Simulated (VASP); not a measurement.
B, 1 atom in the cell. It takes space group P6/mmm (No. 191, hexagonal). Conventional cell: a = 1.691 Å, b = 1.691 Å, c = 3.684 Å, α = 90.00°, β = 90.00°, γ = 120.00°. Within 2.2 Å of B (site symmetry 6/mmm) lie 6 B at 1.69 Å. 

* Program: VASP 6.6.1
* Task: single point
* Functional: r2SCAN
* Potentials or basis: VASP PAW PBE potentials, release 64 (B)
* Cutoff: 520 eV
* k mesh: 23 × 23 × 10
* Occupations: fermi-dirac, width 0.15 eV
* Spin: no spin polarisation
* Dipole correction: no
* Further INCAR settings: ALGO = Normal; EDIFF = 1e-06; NBANDS = 8

Potentials or basis: VASP PAW PBE potentials, release 64 (B).

The run is started by

```sh
$ cat potpaw_PBE.64/B/POTCAR > POTCAR
$ cp INCAR.step1 INCAR
$ mpirun -np 1 vasp_std > vasp.out
$ cp INCAR.step2 INCAR
$ mpirun -np 1 vasp_std > vasp.out
```

Hardware: 1 thread of Intel Xeon 8259CL, on a shared host.

Q: Estimate the wall time of this run.

A: It took 2.3 min on 1 thread of Intel Xeon 8259CL, on a shared host, peak memory 0.13 GiB. Counts: k points 336.
